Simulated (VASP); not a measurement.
# BaTiO3 (R3m) in VASP: further runs

The runs below take BaTiO3 through single point, with r2SCAN+U.

Everything below comes from runs of VASP 6.6.1. Logs are shortened: lines on timing, memory, paths and dates and some standing lists are left out, and cuts for length are marked.

## (1) The cell of the first run

Symmetry: R3m, No. 160, trigonal system. Conventional cell: a = 5.957 Å, b = 5.957 Å, c = 6.789 Å, α = 90.00°, β = 90.00°, γ = 120.00°. Within 3.7 Å of Ba (site symmetry 3m) lie 12 O at 2.80 to 2.98 Å and 8 Ti at 3.34 to 3.64 Å. Ti (site symmetry 3m) has 6 O at 1.98 to 2.14 Å within 2.6 Å. Within 2.6 Å of O (site symmetry m) lie 2 Ti at 1.98 to 2.14 Å.

## (2) Single point, r2SCAN+U (strain +0.050 along x and y, -0.025 along z)

POSCAR reads:

```
BaTiO3
1.0
    2.9787423618      1.7197777044      2.2629687754
   -2.9787423618      1.7197777044      2.2629687754
    0.0000000000     -3.4395554088      2.2629687754
Ba Ti O
1 1 3
Direct
    0.9999656897      0.9999656897      0.9999656897
    0.5077048750      0.5077048750      0.5077048750
    0.4922539385      0.4922539385      0.9865215584
    0.4922539385      0.9865215584      0.4922539385
    0.9865215584      0.4922539385      0.4922539385
```

INCAR.step1 reads:

```
SYSTEM = BaTiO3
ALGO = Normal
EDIFF = 1E-4
ENCUT = 520
GGA = PE
ISMEAR = 0
LASPH = .TRUE.
LCHARG = .FALSE.
LDAU = .TRUE.
LDAUJ = 0 0 0
LDAUL = -1 2 -1
LDAUTYPE = 2
LDAUU = 0 4 0
LMAXMIX = 4
LREAL = .FALSE.
LWAVE = .TRUE.
NBANDS = 28
NELM = 150
PREC = Accurate
SIGMA = 0.05
```

INCAR.step2 reads:

```
SYSTEM = BaTiO3
ALGO = Normal
EDIFF = 1E-7
ENCUT = 520
ISIF = 2
ISMEAR = 0
ISTART = 1
LASPH = .TRUE.
LCHARG = .TRUE.
LDAU = .TRUE.
LDAUJ = 0 0 0
LDAUL = -1 2 -1
LDAUPRINT = 1
LDAUTYPE = 2
LDAUU = 0 4 0
LELF = .TRUE.
LMAXMIX = 4
LMIXTAU = .TRUE.
LREAL = .FALSE.
LVHAR = .TRUE.
LWAVE = .FALSE.
METAGGA = R2SCAN
NBANDS = 28
NELM = 150
PREC = Accurate
SIGMA = 0.05
```

KPOINTS reads:

```
k-points
0
G
  6 6 6
  0 0 0
```

Potentials or basis: VASP PAW PBE potentials, release 64 (Ba_sv, Ti_sv, O).

On the command line:

```
$ cat potpaw_PBE.64/Ba_sv/POTCAR potpaw_PBE.64/Ti_sv/POTCAR potpaw_PBE.64/O/POTCAR > POTCAR
$ cp INCAR.step1 INCAR
$ mpirun -np 1 vasp_std > vasp.out
$ cp INCAR.step2 INCAR
$ mpirun -np 1 vasp_std > vasp.out
```

OUTCAR:

```text
SYSTEM = BaTiO3
   EDIFF = 1E-7
   ENCUT = 520
   ISIF = 2
   ISMEAR = 0
   ISTART = 1
   LASPH = .TRUE.
   LREAL = .FALSE.
   METAGGA = R2SCAN
   NELM = 150
   PREC = Accurate

 ion  position               nearest neighbor table
   1  1.000  1.000  1.000-   3 2.80   4 2.80   5 2.80   3 2.88   4 2.88   5 2.88   5 2.98   4 2.98
                             5 2.98   4 2.98   3 2.98   3 2.98   2 3.34   2 3.45   2 3.60   2 3.60
   2  0.508  0.508  0.508-   3 1.98   4 1.98   5 1.98   3 2.14   4 2.14   5 2.14   1 3.34   1 3.45
                             1 3.60   1 3.60   1 3.60   1 3.64   1 3.64   1 3.64
   3  0.492  0.492  0.987-   2 1.98   2 2.14   1 2.80   1 2.88   1 2.98   1 2.98
   4  0.492  0.987  0.492-   2 1.98   2 2.14   1 2.80   1 2.88   1 2.98   1 2.98
   5  0.987  0.492  0.492-   2 1.98   2 2.14   1 2.80   1 2.88   1 2.98   1 2.98

  LATTYP: Found a trigonal (rhomboedric) cell.
 ALAT       =     4.1172283261
 COS(alpha) =    -0.0468536584

  Lattice vectors:

 A1 = (   2.9787423618,   1.7197777044,   2.2629687754)
 A2 = (  -2.9787423618,   1.7197777044,   2.2629687754)
 A3 = (   0.0000000000,  -3.4395554088,   2.2629687754)

Analysis of symmetry for initial positions (statically):
=====================================================================
 Subroutine PRICEL returns:
 Original cell was already a primitive cell.

 Routine SETGRP: Setting up the symmetry group for a
 trigonal (rhombohedral) supercell.

 Subroutine GETGRP returns: Found  6 space group operations
 (whereof  6 operations were pure point group operations)
 out of a pool of 12 trial point group operations.

The static configuration has the point symmetry C_3v.

Analysis of symmetry for dynamics (positions and initial velocities):
=====================================================================
 Subroutine PRICEL returns:
 Original cell was already a primitive cell.

 Routine SETGRP: Setting up the symmetry group for a
 trigonal (rhombohedral) supercell.

 Subroutine GETGRP returns: Found  6 space group operations
 (whereof  6 operations were pure point group operations)
 out of a pool of 12 trial point group operations.

The dynamic configuration has the point symmetry C_3v.

 Subroutine INISYM returns: Found  6 space group operations
 (whereof  6 operations are pure point group operations),
 and found     1 'primitive' translations

----------------------------------------------------------------------------------------

                                     Primitive cell

  volume of cell :      69.5561

  direct lattice vectors                    reciprocal lattice vectors
     2.978742362  1.719777704  2.262968775     0.167856075  0.096911750  0.147299131
    -2.978742362  1.719777704  2.262968775    -0.167856075  0.096911750  0.147299131
     0.000000000 -3.439555409  2.262968775     0.000000000 -0.193823500  0.147299131

  length of vectors
     4.117228326  4.117228326  4.117228326     0.243443182  0.243443182  0.243443182

  position of ions in fractional coordinates (direct lattice)
     0.999965690  0.999965690  0.999965690
     0.507704875  0.507704875  0.507704875
     0.492253938  0.492253938  0.986521558
     0.492253938  0.986521558  0.492253938
     0.986521558  0.492253938  0.492253938

  ion indices of the primitive-cell ions
   primitive index   ion index
                 1           1
                 2           2
                 3           3
                 4           4
                 5           5

----------------------------------------------------------------------------------------

 KPOINTS: k-points

Automatic generation of k-mesh.
 Grid dimensions read from file:
 generate k-points for:    6    6    6
[... 56 lines left out ...]
   ISTART =      1    job   : 0-new  1-cont  2-samecut
   ICHARG =      0    charge: 1-file 2-atom 10-const
   ISPIN  =      1    spin polarized calculation?
   LNONCOLLINEAR =      F non collinear calculations
   LSORBIT =      F    spin-orbit coupling
   LASPH  =      T    aspherical Exc in radial PAW
   ENCUT  =  520.0 eV  38.22 Ry    6.18 a.u.   7.66  7.66  7.66*2*pi/ulx,y,z
   NELM   =    150;   NELMIN=  2; NELMDL=  0     # of ELM steps
   EDIFF  = 0.1E-06   stopping-criterion for ELM
   LREAL  =      F    real-space projection
   EDIFFG = 0.1E-05   stopping-criterion for IOM
   NSW    =      0    number of steps for IOM
   IBRION =     -1    ionic relax: 0-MD 1-quasi-New 2-CG
   NFREE  =      0    steps in history (QN), initial steepest desc. (CG)
   ISIF   =      2    stress and relaxation
   ISYM   =      2    0-nonsym 1-usesym 2-fastsym
   POTIM  = 0.5000    time-step for ionic-motion
   TEBEG  =    0.0;   TEEND  =   0.0 temperature during run
   PSTRESS=    0.0 pullay stress
   NELECT =      40.0000    total number of electrons
   NUPDOWN=      -1.0000    fix difference up-down
   EMIN   =  10.00;   EMAX   =-10.00  energy-range for DOS
   EFERMI =   0.00;   METHOD = LEGACY
   ISMEAR =     0;   SIGMA  =   0.05  broadening in eV -4-tet -1-fermi 0-gaus
   EFERMI_NEDOS =   21; number of points for ismear=-14 and -15
   IALGO  =     38    algorithm
   IMIX   =      4    mixing-type and parameters
     AMIX     =   0.40;   BMIX     =  1.00
     AMIX_MAG =   1.60;   BMIX_MAG =  1.00
  volume/ion in A,a.u.               =      13.91        93.88
  Fermi-wavevector in a.u.,A,eV,Ry     =   1.361392  2.572658 25.216871  1.853388
  Thomas-Fermi vector in A             =   2.487972
   LORBIT       =      0    0 simple, 1 ext, 2 COOP (PROOUT), +10 PAW based schemes
 LDA+U is selected, type is set to LDAUTYPE =  2
   angular momentum for each species LDAUL =    -1    2   -1
   U (eV)           for each species LDAUU =   0.0  4.0  0.0
   J (eV)           for each species LDAUJ =   0.0  0.0  0.0
   METAGGA = R2SCAN    functional components
   LHFCALC =     F    Hartree Fock is set to
   AEXX    =    0.0000 exact exchange contribution
   IVDW    =     0    specifies the selected vdW correction
   LEPSILON=     F    determine dielectric tensor
   LRPA    =     F    only Hartree local field effects (RPA)
 non-spin polarized calculation
 Gauss-broadening in eV      SIGMA  =   0.05
  energy-cutoff  :      520.00
  volume of cell :       69.56
 maximum number of plane-waves:      1888
 NGX is ok and might be reduce to    32
   NGX = 15   NGY = 15   NGZ = 15

atom =   2  type =  2  l = 2

 onsite density matrix

spin component  1

  0.1439 -0.0000 -0.0000  0.0613  0.0000
 -0.0000  0.1725 -0.0000  0.0000  0.0613
 -0.0000 -0.0000  0.0970  0.0000 -0.0000
  0.0613  0.0000  0.0000  0.1725 -0.0000
  0.0000  0.0613 -0.0000 -0.0000  0.1439

spin component  2

  0.1439 -0.0000 -0.0000  0.0613  0.0000
 -0.0000  0.1725 -0.0000  0.0000  0.0613
 -0.0000 -0.0000  0.0970  0.0000 -0.0000
  0.0613  0.0000  0.0000  0.1725 -0.0000
  0.0000  0.0613 -0.0000 -0.0000  0.1439

 occupancies and eigenvectors

  o =  0.0952  v =  0.0000  0.6216 -0.0000  0.0000 -0.7833  0.0000  0.0000  0.0000  0.0000  0.0000      0.0000  0.0000  0.0000  0.0000  0.0000  0.0000  0.0000  0.0000  0.0000  0.0000
  o =  0.0952  v =  0.0000  0.0000  0.0000  0.0000  0.0000  0.0000  0.6216 -0.0000  0.0000 -0.7833      0.0000  0.0000  0.0000  0.0000  0.0000  0.0000  0.0000  0.0000  0.0000  0.0000
  o =  0.0952  v =  0.0000  0.0000  0.0000  0.0000  0.0000 -0.7833  0.0000 -0.0000  0.6216  0.0000      0.0000  0.0000  0.0000  0.0000  0.0000  0.0000  0.0000  0.0000  0.0000  0.0000
  o =  0.0952  v = -0.7833  0.0000 -0.0000  0.6216  0.0000  0.0000  0.0000  0.0000  0.0000  0.0000      0.0000  0.0000  0.0000  0.0000  0.0000  0.0000  0.0000  0.0000  0.0000  0.0000
  o =  0.0970  v =  0.0000 -0.0000 -1.0000  0.0000  0.0000  0.0000  0.0000  0.0000  0.0000  0.0000      0.0000  0.0000  0.0000  0.0000  0.0000  0.0000  0.0000  0.0000  0.0000  0.0000
  o =  0.0970  v =  0.0000  0.0000  0.0000  0.0000  0.0000  0.0000 -0.0000 -1.0000  0.0000  0.0000      0.0000  0.0000  0.0000  0.0000  0.0000  0.0000  0.0000  0.0000  0.0000  0.0000
  o =  0.2212  v =  0.0000  0.7833 -0.0000  0.0000  0.6216  0.0000  0.0000  0.0000  0.0000  0.0000      0.0000  0.0000  0.0000  0.0000  0.0000  0.0000  0.0000  0.0000  0.0000  0.0000
  o =  0.2212  v =  0.0000  0.0000  0.0000  0.0000  0.0000  0.0000  0.7833 -0.0000  0.0000  0.6216      0.0000  0.0000  0.0000  0.0000  0.0000  0.0000  0.0000  0.0000  0.0000  0.0000
  o =  0.2212  v =  0.6216  0.0000 -0.0000  0.7833  0.0000  0.0000  0.0000  0.0000  0.0000  0.0000      0.0000  0.0000  0.0000  0.0000  0.0000  0.0000  0.0000  0.0000  0.0000  0.0000
  o =  0.2212  v =  0.0000  0.0000  0.0000  0.0000  0.0000  0.6216  0.0000 -0.0000  0.7833  0.0000      0.0000  0.0000  0.0000  0.0000  0.0000  0.0000  0.0000  0.0000  0.0000  0.0000

 number of electron      39.9999982 magnetization

 Free energy of the ion-electron system (eV)
  ---------------------------------------------------
  ext. energy  EPLUGINS =         0.00000000
  ---------------------------------------------------
  free energy    TOTEN  =       -71.38693314 eV

  energy without entropy =      -71.38693314  energy(sigma->0) =      -71.38693314

 E-fermi :   3.3955     XC(G=0): -11.4621

 val. band max:        3.1341274447   @ k =   0.5000   0.5000   0.5000
 cond. band min:       5.5305537517   @ k =   0.0000   0.0000   0.0000
 fundamental gap:      2.3964263071
 Fermi energy:         3.3955293428

 k-point     1 :       0.0000    0.0000    0.0000
  band No.  band energies     occupation
      1     -57.2052      2.00000
      2     -32.3372      2.00000
      3     -32.2524      2.00000
      4     -32.2524      2.00000
      5     -22.6494      2.00000
      6     -14.6581      2.00000
[... 733 lines left out ...]
     27      11.4111      0.00000
     28      11.7838      0.00000

 [... further k-points ...]

------------------------ aborting loop because EDIFF is reached ----------------------------------------

  FORCE on cell =-STRESS in cart. coord.  units (eV):
  Direction    XX          YY          ZZ          XY          YZ          ZX
  --------------------------------------------------------------------------------------
  -------------------------------------------------------------------------------------
  Total       -5.8561362     -5.8561362      1.5809077      0.0000000      0.0000000     -0.0000000
  in kB     -134.8921516   -134.8921515     36.4151430      0.0000000      0.0000000     -0.0000000
  external PRESSURE =     -77.7897200 kB  Pullay stress =       0.0000000 kB

 VOLUME and BASIS-vectors are now :
 -----------------------------------------------------------------------------
  energy-cutoff  :      520.00
  volume of cell :       69.56
      direct lattice vectors                 reciprocal lattice vectors
     2.978742362  1.719777704  2.262968775     0.167856075  0.096911750  0.147299131
    -2.978742362  1.719777704  2.262968775    -0.167856075  0.096911750  0.147299131
     0.000000000 -3.439555409  2.262968775     0.000000000 -0.193823500  0.147299131

 POSITION                                       TOTAL-FORCE (eV/Angst)
 -----------------------------------------------------------------------------------
      0.00000      0.00000      6.78867        -0.000000      0.000000      0.016244
      0.00000      0.00000      3.44676        -0.000000      0.000000     -0.139831
      0.00000     -1.70006      4.46038        -0.000000      0.148616      0.041195
     -1.47230      0.85003      4.46038         0.128705     -0.074308      0.041195
      1.47230      0.85003      4.46038        -0.128705     -0.074308      0.041195
 -----------------------------------------------------------------------------------
    total drift:                                0.000000     -0.000002     -0.008126

  FREE ENERGIE OF THE ION-ELECTRON SYSTEM (eV)
  ---------------------------------------------------
  free  energy   TOTEN  =       -71.3869331440 eV

  energy  without entropy=      -71.3869331440  energy(sigma->0) =      -71.38693314
```

Wall time 3 min (1 thread of Intel Xeon Platinum 8259CL at 2.50GHz (Skylake/Cascade Lake), shared host); peak memory 0.23 GiB.

Results:

* Free energy: -71.3869 eV
* Pressure: -7.8 GPa
* Largest force: 0.154 eV/Å
* Band gap on the k mesh: 2.40 eV (least direct gap 2.61 eV)

Forces in eV/Å, atoms in the order of the input:
```
Ba   0.000  0.000  0.016
Ti   0.000  0.000 -0.140
O    0.000  0.149  0.041
O    0.129 -0.074  0.041
O   -0.129 -0.074  0.041
```

Levels at points of the mesh, in eV from the valence-band top:
```
           k point  band 16  band 17  band 18  band 19  band 20  band 21  band 22  band 23  band 24  band 25
(0.00, 0.00, 0.00)    -1.09    -1.09    -0.51    -0.51    -0.22     2.40     2.60     2.60     3.79     3.79
(0.50, 0.00, 0.00)    -1.90    -1.73    -1.57    -1.12    -0.74     2.70     3.74     3.84     3.99     5.48
(0.50, 0.50, 0.00)    -2.36    -2.00    -1.06    -0.95    -0.13     3.77     3.97     4.30     4.47     7.16
(0.50, 0.50, 0.50)    -2.52    -2.13    -0.09    -0.09     0.00     4.30     4.54     4.54     6.53     6.89
```

Eigenvalues of the final occupation matrices:
```tsv
site	spin	trace	eigenvalues
site 2 d	1	0.73	0.10 0.10 0.10 0.22 0.22
site 2 d	2	0.73	0.10 0.10 0.10 0.22 0.22
```

Caveat: the cell differs from its parent crystal (strain +0.050 along x and y, -0.025 along z); the stress differs along the axes, from -13 to 4 GPa; the PAW data sets were made with another functional, which shifts forces and pressure a little; spin-orbit coupling is left out, which moves the levels of the heavy elements. A k mesh can miss the band edges.

## (3) Single point, r2SCAN+U (strain +0.050 along x and y, +0.000 along z)

POSCAR, as its differences from that of step 2:

```diff
@@ -2,5 +2,5 @@
 1.0
-    2.9787423618      1.7197777044      2.2629687754
-   -2.9787423618      1.7197777044      2.2629687754
-    0.0000000000     -3.4395554088      2.2629687754
+    2.9787423618      1.7197777044      2.3209936158
+   -2.9787423618      1.7197777044      2.3209936158
+    0.0000000000     -3.4395554088      2.3209936158
 Ba Ti O
```

INCAR.step1 reads:

```
PREC     = Accurate       # precision mode
ENCUT    = 520            # plane-wave cutoff, eV
ISMEAR   = 0              # smearing method
SIGMA    = 0.05           # smearing width, eV
LREAL    = False          # projectors in reciprocal space
LASPH    = True           # aspherical terms in the spheres
NELM     = 150            # most SCF steps
LMAXMIX  = 4              # l up to which the mixer works
LDAU     = True           # DFT+U
LDAUTYPE = 2            
LDAUL    = -1 2 -1        # shell
LDAUU    = 0 4 0          # U, eV
LDAUJ    = 0 0 0        
NBANDS   = 28             # bands
GGA      = PE             # functional
ALGO     = Normal         # electronic algorithm
EDIFF    = 1E-4           # SCF threshold, eV
LWAVE    = True           # write WAVECAR
LCHARG   = False          # write CHGCAR
```

INCAR.step2 reads:

```
PREC     = Accurate       # precision mode
ENCUT    = 520            # plane-wave cutoff, eV
EDIFF    = 1E-6           # SCF threshold, eV
ISMEAR   = 0              # smearing method
SIGMA    = 0.05           # smearing width, eV
LREAL    = False          # projectors in reciprocal space
LASPH    = True           # aspherical terms in the spheres
NELM     = 150            # most SCF steps
ALGO     = Normal         # electronic algorithm
ISIF     = 2              # what is computed and relaxed
LWAVE    = False          # write WAVECAR
LCHARG   = False          # write CHGCAR
LMAXMIX  = 4              # l up to which the mixer works
LDAU     = True           # DFT+U
LDAUTYPE = 2            
LDAUL    = -1 2 -1        # shell
LDAUU    = 0 4 0          # U, eV
LDAUJ    = 0 0 0        
LDAUPRINT= 1            
METAGGA  = R2SCAN         # meta-GGA
LMIXTAU  = True         
NBANDS   = 28             # bands
ISTART   = 1
```

KPOINTS reads:

```
regular mesh
0
Gamma
  6 6 6
```

Potentials or basis: VASP PAW PBE potentials, release 64 (Ba_sv, Ti_sv, O).

On the command line:

```
$ cat potpaw_PBE.64/Ba_sv/POTCAR potpaw_PBE.64/Ti_sv/POTCAR potpaw_PBE.64/O/POTCAR > POTCAR
$ cp INCAR.step1 INCAR
$ mpirun -np 1 vasp_std > vasp.out
$ cp INCAR.step2 INCAR
$ mpirun -np 1 vasp_std > vasp.out
```

Wall time 3 min (1 thread of Intel Xeon Platinum 8259CL at 2.50GHz (Skylake/Cascade Lake), shared host); peak memory 0.23 GiB.

It converged, with:

```
Free energy            : -71.3863 eV
Pressure               : -11.2 GPa
Largest force          : 0.208 eV/Å
Band gap on the k mesh : 2.45 eV (least direct gap 2.73 eV)
```

Forces in eV/Å, atoms in the order of the input:
```
Ba   0.000  0.000  0.027
Ti   0.000  0.000  0.052
O    0.000  0.207 -0.026
O    0.179 -0.103 -0.026
O   -0.179 -0.103 -0.026
```

Stress tensor (GPa, compression positive):
```
-14.80   0.00   0.00
  0.00 -14.80   0.00
  0.00   0.00  -3.94
```

Levels at points of the mesh, in eV from the valence-band top:
```tsv
k point	band 17	band 18	band 19	band 20	band 21	band 22	band 23	band 24
(0.00, 0.00, 0.00)	-1.05	-0.48	-0.48	-0.28	2.45	2.57	2.57	3.69
(0.50, 0.00, 0.00)	-1.62	-1.55	-1.01	-0.77	2.66	3.65	3.77	3.88
(0.50, 0.50, 0.00)	-1.96	-1.01	-0.95	-0.11	3.76	3.87	4.21	4.33
(0.50, 0.50, 0.50)	-2.21	-0.06	-0.06	0.00	4.25	4.42	4.42	6.59
```

Eigenvalues of the final occupation matrices:
```tsv
site	spin	trace	eigenvalues
site 2 d	1	0.72	0.09 0.09 0.10 0.22 0.22
site 2 d	2	0.72	0.09 0.09 0.10 0.22 0.22
```

Caveat: the cell differs from its parent crystal (strain +0.050 along x and y, +0.000 along z); the stress differs along the axes, from -15 to -4 GPa; the PAW data sets were made with another functional, which shifts forces and pressure a little; spin-orbit coupling is left out, which moves the levels of the heavy elements. A k mesh can miss the band edges.
